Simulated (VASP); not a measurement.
# CuGe4 in VASP: a series of runs

Runs on CuGe4. Level: PBE. Tasks: single point.

All numbers are computed with VASP 6.6.1; they aren't measurements. Logs are shortened: lines on timing, memory, paths and dates and some standing lists are left out, and cuts for length are marked.

## Step 1: The cell of the first run

The cell holds a slab with vacuum, 5 atoms: a = 4.074 Å, b = 4.074 Å, c = 19.856 Å, α = 90.00°, β = 90.00°, γ = 90.00°.

## Step 2: Single point, PBE

INCAR reads:

```
ALGO     = Normal         # electronic algorithm
DIPOL    = 0.5 0.5 0.344
EDIFF    = 1E-6           # SCF threshold, eV
ENCUT    = 520            # plane-wave cutoff, eV
GGA      = PE             # functional
IDIPOL   = 3            
ISIF     = 2              # what is computed and relaxed
ISMEAR   = 0              # smearing method
LASPH    = True           # aspherical terms in the spheres
LCHARG   = True           # write CHGCAR
LDIPOL   = True         
LELF     = True           # ELF
LREAL    = False          # projectors in reciprocal space
LVACPOTAV= True         
LVHAR    = True         
LWAVE    = False          # write WAVECAR
NBANDS   = 42             # bands
NELM     = 60             # most SCF steps
PREC     = Accurate       # precision mode
SIGMA    = 0.1            # smearing width, eV
```

KPOINTS reads:

```
k-points
0
Gamma
  7 7 1
```

POSCAR reads:

```
CuGe4
1.0
    4.0740542205      0.0000000000      0.0000000000
    0.0000000000      4.0740542205      0.0000000000
    0.0000000000      0.0000000000     19.8557568590
Ge Cu
4 1
Direct
    0.0000000000      0.5000000000      0.2014529100
    0.0000000000      0.0000000000      0.2739958855
    0.5000000000      0.0000000000      0.3493666156
    0.5000000000      0.5000000000      0.4208228837
    0.6250000000      1.0000000000      0.4760047399
```

Potentials or basis: VASP PAW PBE potentials, release 64 (Ge_d, Cu).

Run with:

```sh
cat potpaw_PBE.64/Ge_d/POTCAR potpaw_PBE.64/Cu/POTCAR > POTCAR
mpirun -np 1 vasp_std > vasp.out
```

OUTCAR:

```text
EDIFF = 1E-6
   ENCUT = 520
   GGA = PE
   ISIF = 2
   ISMEAR = 0
   LASPH = True
   LREAL = False
   NELM = 60
   PREC = Accurate

 ion  position               nearest neighbor table
   1  0.000  0.500  0.201-   2 2.49   2 2.49
   2  0.000  0.000  0.274-   1 2.49   1 2.49   3 2.53   3 2.53
   3  0.500  0.000  0.349-   4 2.48   4 2.48   2 2.53   2 2.53   5 2.57
   4  0.500  0.500  0.421-   5 2.37   5 2.37   3 2.48   3 2.48
   5  0.625  0.000  0.476-   4 2.37   4 2.37   3 2.57

  LATTYP: Found a simple tetragonal cell.
 ALAT       =     4.0740542205
 C/A-ratio  =     4.8737095248

  Lattice vectors:

 A1 = (   4.0740542205,   0.0000000000,   0.0000000000)
 A2 = (   0.0000000000,   4.0740542205,   0.0000000000)
 A3 = (   0.0000000000,   0.0000000000,  19.8557568590)

Analysis of symmetry for initial positions (statically):
=====================================================================
 Subroutine PRICEL returns:
 Original cell was already a primitive cell.

 Routine SETGRP: Setting up the symmetry group for a
 simple tetragonal supercell.

 Subroutine GETGRP returns: Found  2 space group operations
 (whereof  2 operations were pure point group operations)
 out of a pool of 16 trial point group operations.

The static configuration has the point symmetry C_1h.

Analysis of symmetry for dynamics (positions and initial velocities):
=====================================================================
 Subroutine PRICEL returns:
 Original cell was already a primitive cell.

 Routine SETGRP: Setting up the symmetry group for a
 simple tetragonal supercell.

 Subroutine GETGRP returns: Found  2 space group operations
 (whereof  2 operations were pure point group operations)
 out of a pool of 16 trial point group operations.

The dynamic configuration has the point symmetry C_1h.

 Subroutine INISYM returns: Found  2 space group operations
 (whereof  2 operations are pure point group operations),
 and found     1 'primitive' translations

----------------------------------------------------------------------------------------

                                     Primitive cell

  volume of cell :     329.5642

  direct lattice vectors                    reciprocal lattice vectors
[... 86 lines left out ...]
   EDIFFG = 0.1E-04   stopping-criterion for IOM
   NSW    =      0    number of steps for IOM
   IBRION =     -1    ionic relax: 0-MD 1-quasi-New 2-CG
   NFREE  =      0    steps in history (QN), initial steepest desc. (CG)
   ISIF   =      2    stress and relaxation
   ISYM   =      2    0-nonsym 1-usesym 2-fastsym
   POTIM  = 0.5000    time-step for ionic-motion
   TEBEG  =    0.0;   TEEND  =   0.0 temperature during run
   PSTRESS=    0.0 pullay stress
   NELECT =      67.0000    total number of electrons
   NUPDOWN=      -1.0000    fix difference up-down
   EMIN   =  10.00;   EMAX   =-10.00  energy-range for DOS
   EFERMI =   0.00;   METHOD = LEGACY
   ISMEAR =     0;   SIGMA  =   0.10  broadening in eV -4-tet -1-fermi 0-gaus
   EFERMI_NEDOS =   21; number of points for ismear=-14 and -15
   IALGO  =     38    algorithm
   IMIX   =      4    mixing-type and parameters
     AMIX     =   0.40;   BMIX     =  1.00
     AMIX_MAG =   1.60;   BMIX_MAG =  1.00
  volume/ion in A,a.u.               =      65.91       444.80
  Fermi-wavevector in a.u.,A,eV,Ry     =   0.962616  1.819080 12.607561  0.926630
  Thomas-Fermi vector in A             =   2.092090
   LORBIT       =      0    0 simple, 1 ext, 2 COOP (PROOUT), +10 PAW based schemes
   GGA     = PE    functional components
   LHFCALC =     F    Hartree Fock is set to
   AEXX    =    0.0000 exact exchange contribution
   IVDW    =     0    specifies the selected vdW correction
   LEPSILON=     F    determine dielectric tensor
   LRPA    =     F    only Hartree local field effects (RPA)
 non-spin polarized calculation
 Gauss-broadening in eV      SIGMA  =   0.10
  energy-cutoff  :      520.00
  volume of cell :      329.56
 maximum number of plane-waves:      8917
   NGX = 15   NGY = 15   NGZ = 73

 dipolmoment           0.000000      0.000000      0.099649 electrons x Angstroem

 number of electron      66.9999950 magnetization

 dipolmoment           0.000000      0.000000     -0.059403 electrons x Angstroem

 Free energy of the ion-electron system (eV)
  ---------------------------------------------------
  ext. energy  EPLUGINS =         0.00000000
  ---------------------------------------------------
  free energy    TOTEN  =       -18.22573536 eV

  energy without entropy =      -18.21534166  energy(sigma->0) =      -18.22053851

 E-fermi :  -1.5196     XC(G=0):  -4.2344

 val. band max:       -1.5728329712   @ k =   0.4286   0.4286   0.0000
 cond. band min:      -1.5014604365   @ k =   0.4286   0.1429   0.0000
 fundamental gap:      0.0713725347
 Fermi energy:        -1.5196060574

 k-point     1 :       0.0000    0.0000    0.0000
  band No.  band energies     occupation
      1     -26.1835      2.00000
      2     -26.1396      2.00000
      3     -26.1362      2.00000
      4     -26.1313      2.00000
      5     -26.0908      2.00000
      6     -26.0061      2.00000
[... 709 lines left out ...]
     41       3.5020      0.00000
     42       4.4221      0.00000

------------------------ aborting loop because EDIFF is reached ----------------------------------------

  FORCE on cell =-STRESS in cart. coord.  units (eV):
  Direction    XX          YY          ZZ          XY          YZ          ZX
  --------------------------------------------------------------------------------------
  -------------------------------------------------------------------------------------
  Total       -2.5355800      0.6514701      0.9331131      0.0000000      0.0000000      0.1229402
  in kB      -12.3267288      3.1671235      4.5363319      0.0000000      0.0000000      0.5976742
  external PRESSURE =      -1.5410912 kB  Pullay stress =       0.0000000 kB

 VOLUME and BASIS-vectors are now :
 -----------------------------------------------------------------------------
  energy-cutoff  :      520.00
  volume of cell :      329.56
      direct lattice vectors                 reciprocal lattice vectors
     4.074054220  0.000000000  0.000000000     0.245455742  0.000000000  0.000000000
     0.000000000  4.074054220  0.000000000     0.000000000  0.245455742  0.000000000
     0.000000000  0.000000000 19.855756859     0.000000000  0.000000000  0.050363228

 POSITION                                       TOTAL-FORCE (eV/Angst)
 -----------------------------------------------------------------------------------
      0.00000      2.03703      4.00000        -0.029088      0.000000      0.002934
      0.00000      0.00000      5.44040         0.045792      0.000000      0.022968
      2.03703      0.00000      6.93694        -0.030984      0.000000     -0.713303
      2.03703      2.03703      8.35576        -0.064364      0.000000      0.652374
      2.54628      0.00000      9.45143         0.078645      0.000000      0.035027
 -----------------------------------------------------------------------------------
    total drift:                               -0.000114      0.000000      0.003917

  FREE ENERGIE OF THE ION-ELECTRON SYSTEM (eV)
  ---------------------------------------------------
  free  energy   TOTEN  =       -18.2257353588 eV

  energy  without entropy=      -18.2153416565  energy(sigma->0) =      -18.22053851

 vacuum level on the upper side and lower side of the slab         2.658         3.305
```

Run time: 7 min. Hardware: 1 thread of Intel Xeon 6975P-C (Granite Rapids), shared host; peak memory 0.46 GiB.

Results:

- Free energy: -18.2257 eV
- Largest force: 0.714 eV/Å
- Band gap on the k mesh: zero (an odd number of electrons rules out a gap without spin polarisation)

Forces in eV/Å, atoms in the order of the input:
```
Ge  -0.029  0.000  0.003
Ge   0.046  0.000  0.023
Ge  -0.031  0.000 -0.713
Ge  -0.064  0.000  0.652
Cu   0.079  0.000  0.035
```

## Step 3: Single point, PBE

INCAR reads:

```
SYSTEM = CuGe4
ALGO = Normal ; DIPOL = 0.5 0.5 0.344
EDIFF = 1E-7 ; ENCUT = 520
GGA = PE ; IDIPOL = 3
ISIF = 2 ; ISMEAR = 0
LASPH = .TRUE. ; LCHARG = .TRUE.
LDIPOL = .TRUE. ; LELF = .TRUE.
LREAL = .FALSE. ; LVACPOTAV = .TRUE.
LVHAR = .TRUE. ; LWAVE = .FALSE.
NBANDS = 42 ; NELM = 100
PREC = Accurate ; SIGMA = 0.1
```

KPOINTS reads:

```
k-points
0
G
  7 7 1
  0 0 0
```

Edit POSCAR of step 2 so:

```diff
@@ -12,2 +12,2 @@
     0.5000000000      0.5000000000      0.4208228837
-    0.6250000000      1.0000000000      0.4760047399
+    1.0000000000      0.6250000000      0.4722921425
```

Potentials or basis: VASP PAW PBE potentials, release 64 (Ge_d, Cu).

Run with:

```sh
cat potpaw_PBE.64/Ge_d/POTCAR potpaw_PBE.64/Cu/POTCAR > POTCAR
mpirun -np 1 vasp_std > vasp.out
```

OUTCAR:

```text
SYSTEM = CuGe4
   EDIFF = 1E-7
   ENCUT = 520
   GGA = PE
   ISIF = 2
   ISMEAR = 0
   LASPH = .TRUE.
   LREAL = .FALSE.
   NELM = 100
   PREC = Accurate

 ion  position               nearest neighbor table
   1  0.000  0.500  0.201-   2 2.49   2 2.49
   2  0.000  0.000  0.274-   1 2.49   1 2.49   3 2.53   3 2.53
   3  0.500  0.000  0.349-   4 2.48   4 2.48   2 2.53   2 2.53
   4  0.500  0.500  0.421-   5 2.34   5 2.34   3 2.48   3 2.48
   5  0.000  0.625  0.472-   4 2.34   4 2.34

  LATTYP: Found a simple tetragonal cell.
 ALAT       =     4.0740542205
 C/A-ratio  =     4.8737095248

  Lattice vectors:

 A1 = (   4.0740542205,   0.0000000000,   0.0000000000)
 A2 = (   0.0000000000,   4.0740542205,   0.0000000000)
 A3 = (   0.0000000000,   0.0000000000,  19.8557568590)

Analysis of symmetry for initial positions (statically):
=====================================================================
 Subroutine PRICEL returns:
 Original cell was already a primitive cell.

 Routine SETGRP: Setting up the symmetry group for a
 simple tetragonal supercell.

 Subroutine GETGRP returns: Found  2 space group operations
 (whereof  2 operations were pure point group operations)
 out of a pool of 16 trial point group operations.

The static configuration has the point symmetry C_1h.

Analysis of symmetry for dynamics (positions and initial velocities):
=====================================================================
 Subroutine PRICEL returns:
 Original cell was already a primitive cell.

 Routine SETGRP: Setting up the symmetry group for a
 simple tetragonal supercell.

 Subroutine GETGRP returns: Found  2 space group operations
 (whereof  2 operations were pure point group operations)
 out of a pool of 16 trial point group operations.

The dynamic configuration has the point symmetry C_1h.

 Subroutine INISYM returns: Found  2 space group operations
 (whereof  2 operations are pure point group operations),
 and found     1 'primitive' translations

----------------------------------------------------------------------------------------

                                     Primitive cell

  volume of cell :     329.5642

  direct lattice vectors                    reciprocal lattice vectors
     4.074054220  0.000000000  0.000000000     0.245455742  0.000000000  0.000000000
     0.000000000  4.074054220  0.000000000     0.000000000  0.245455742  0.000000000
     0.000000000  0.000000000 19.855756859     0.000000000  0.000000000  0.050363228

  length of vectors
     4.074054220  4.074054220 19.855756859     0.245455742  0.245455742  0.050363228

  position of ions in fractional coordinates (direct lattice)
     0.000000000  0.500000000  0.201452910
     0.000000000  0.000000000  0.273995885
     0.500000000  0.000000000  0.349366616
     0.500000000  0.500000000  0.420822884
     0.000000000  0.625000000  0.472292143

  ion indices of the primitive-cell ions
   primitive index   ion index
                 1           1
                 2           2
                 3           3
                 4           4
                 5           5

----------------------------------------------------------------------------------------

 KPOINTS: k-points

[... 28 lines left out ...]
  0.000000  0.285714  0.000000      2.000000
  0.428571  0.000000  0.000000      2.000000
[... 8 lines left out ...]
 -0.285714  0.428571  0.000000      4.000000
  0.428571  0.428571  0.000000      4.000000
   k-points           NKPTS =     16   k-points in BZ     NKDIM =     16   number of bands    NBANDS=     42
   number of dos      NEDOS =    301   number of ions     NIONS =      5
   total plane-waves  NPLWV = 135000
   dimension x,y,z NGX =    30 NGY =   30 NGZ =  150
   dimension x,y,z NGXF=    60 NGYF=   60 NGZF=  300
   ions per type =               4   1
   NGX,Y,Z   is equivalent  to a cutoff of  12.24, 12.24, 12.56 a.u.
   NGXF,Y,Z  is equivalent  to a cutoff of  24.48, 24.48, 25.12 a.u.
 SYSTEM =  CuGe4
   PREC   = accura    normal or accurate (medium, high low for compatibility)
   ISTART =      0    job   : 0-new  1-cont  2-samecut
   ICHARG =      2    charge: 1-file 2-atom 10-const
   ISPIN  =      1    spin polarized calculation?
   LNONCOLLINEAR =      F non collinear calculations
   LSORBIT =      F    spin-orbit coupling
   LASPH  =      T    aspherical Exc in radial PAW
   ENCUT  =  520.0 eV  38.22 Ry    6.18 a.u.   7.58  7.58 36.92*2*pi/ulx,y,z
   NELM   =    100;   NELMIN=  2; NELMDL= -5     # of ELM steps
   EDIFF  = 0.1E-06   stopping-criterion for ELM
   LREAL  =      F    real-space projection
   EDIFFG = 0.1E-05   stopping-criterion for IOM
   NSW    =      0    number of steps for IOM
   IBRION =     -1    ionic relax: 0-MD 1-quasi-New 2-CG
   NFREE  =      0    steps in history (QN), initial steepest desc. (CG)
   ISIF   =      2    stress and relaxation
   ISYM   =      2    0-nonsym 1-usesym 2-fastsym
   POTIM  = 0.5000    time-step for ionic-motion
   TEBEG  =    0.0;   TEEND  =   0.0 temperature during run
   PSTRESS=    0.0 pullay stress
   NELECT =      67.0000    total number of electrons
   NUPDOWN=      -1.0000    fix difference up-down
   EMIN   =  10.00;   EMAX   =-10.00  energy-range for DOS
   EFERMI =   0.00;   METHOD = LEGACY
   ISMEAR =     0;   SIGMA  =   0.10  broadening in eV -4-tet -1-fermi 0-gaus
   EFERMI_NEDOS =   21; number of points for ismear=-14 and -15
   IALGO  =     38    algorithm
   IMIX   =      4    mixing-type and parameters
     AMIX     =   0.40;   BMIX     =  1.00
     AMIX_MAG =   1.60;   BMIX_MAG =  1.00
  volume/ion in A,a.u.               =      65.91       444.80
  Fermi-wavevector in a.u.,A,eV,Ry     =   0.962616  1.819080 12.607561  0.926630
  Thomas-Fermi vector in A             =   2.092090
   LORBIT       =      0    0 simple, 1 ext, 2 COOP (PROOUT), +10 PAW based schemes
   GGA     = PE    functional components
   LHFCALC =     F    Hartree Fock is set to
   AEXX    =    0.0000 exact exchange contribution
   IVDW    =     0    specifies the selected vdW correction
   LEPSILON=     F    determine dielectric tensor
   LRPA    =     F    only Hartree local field effects (RPA)
 non-spin polarized calculation
 Gauss-broadening in eV      SIGMA  =   0.10
  energy-cutoff  :      520.00
  volume of cell :      329.56
 maximum number of plane-waves:      8917
   NGX = 15   NGY = 15   NGZ = 73

 dipolmoment           0.000000      0.000000      0.061648 electrons x Angstroem

 number of electron      66.9999944 magnetization

 dipolmoment           0.000000      0.000000     -0.063522 electrons x Angstroem

 Free energy of the ion-electron system (eV)
  ---------------------------------------------------
  ext. energy  EPLUGINS =         0.00000000
  ---------------------------------------------------
  free energy    TOTEN  =       -18.85667478 eV

  energy without entropy =      -18.84204362  energy(sigma->0) =      -18.84935920

 E-fermi :  -1.6950     XC(G=0):  -4.1939

 val. band max:       -1.7003102113   @ k =   0.4286   0.2857   0.0000
 cond. band min:      -1.6379758534   @ k =   0.0000   0.1429   0.0000
 fundamental gap:      0.0623343579
 Fermi energy:        -1.6950115428

 k-point     1 :       0.0000    0.0000    0.0000
  band No.  band energies     occupation
      1     -25.9397      2.00000
      2     -25.9104      2.00000
      3     -25.9077      2.00000
      4     -25.8821      2.00000
      5     -25.8775      2.00000
      6     -25.8767      2.00000
[... 709 lines left out ...]
     41       3.7085      0.00000
     42       4.4154      0.00000

------------------------ aborting loop because EDIFF is reached ----------------------------------------

  FORCE on cell =-STRESS in cart. coord.  units (eV):
  Direction    XX          YY          ZZ          XY          YZ          ZX
  --------------------------------------------------------------------------------------
  -------------------------------------------------------------------------------------
  Total       -1.1478121     -0.5068359     -0.0258560      0.0000000     -0.3372118      0.0000000
  in kB       -5.5800916     -2.4639839     -0.1256992      0.0000000     -1.6393561      0.0000000
  external PRESSURE =      -2.7232583 kB  Pullay stress =       0.0000000 kB

 VOLUME and BASIS-vectors are now :
 -----------------------------------------------------------------------------
  energy-cutoff  :      520.00
  volume of cell :      329.56
      direct lattice vectors                 reciprocal lattice vectors
     4.074054220  0.000000000  0.000000000     0.245455742  0.000000000  0.000000000
     0.000000000  4.074054220  0.000000000     0.000000000  0.245455742  0.000000000
     0.000000000  0.000000000 19.855756859     0.000000000  0.000000000  0.050363228

 POSITION                                       TOTAL-FORCE (eV/Angst)
 -----------------------------------------------------------------------------------
      0.00000      2.03703      4.00000         0.000000     -0.008824     -0.011147
      0.00000      0.00000      5.44040         0.000000      0.074564      0.086502
      2.03703      0.00000      6.93694         0.000000      0.048507     -0.133851
      2.03703      2.03703      8.35576         0.000000     -0.026979      0.035955
      0.00000      2.54628      9.37772         0.000000     -0.087268      0.022541
 -----------------------------------------------------------------------------------
    total drift:                                0.000000     -0.000010      0.003910

  FREE ENERGIE OF THE ION-ELECTRON SYSTEM (eV)
  ---------------------------------------------------
  free  energy   TOTEN  =       -18.8566747762 eV

  energy  without entropy=      -18.8420436162  energy(sigma->0) =      -18.84935920

 vacuum level on the upper side and lower side of the slab         2.592         3.285
```

Wall time 9.3 min (1 thread of Intel Xeon 6975P-C (Granite Rapids), shared host); peak memory 0.47 GiB.

What came out:

- Free energy: -18.8567 eV
- Largest force: 0.142 eV/Å
- Band gap on the k mesh: zero (an odd number of electrons rules out a gap without spin polarisation)

Forces in eV/Å, atoms in the order of the input:
```
Ge   0.000 -0.009 -0.011
Ge   0.000  0.075  0.087
Ge   0.000  0.049 -0.134
Ge   0.000 -0.027  0.036
Cu   0.000 -0.087  0.023
```
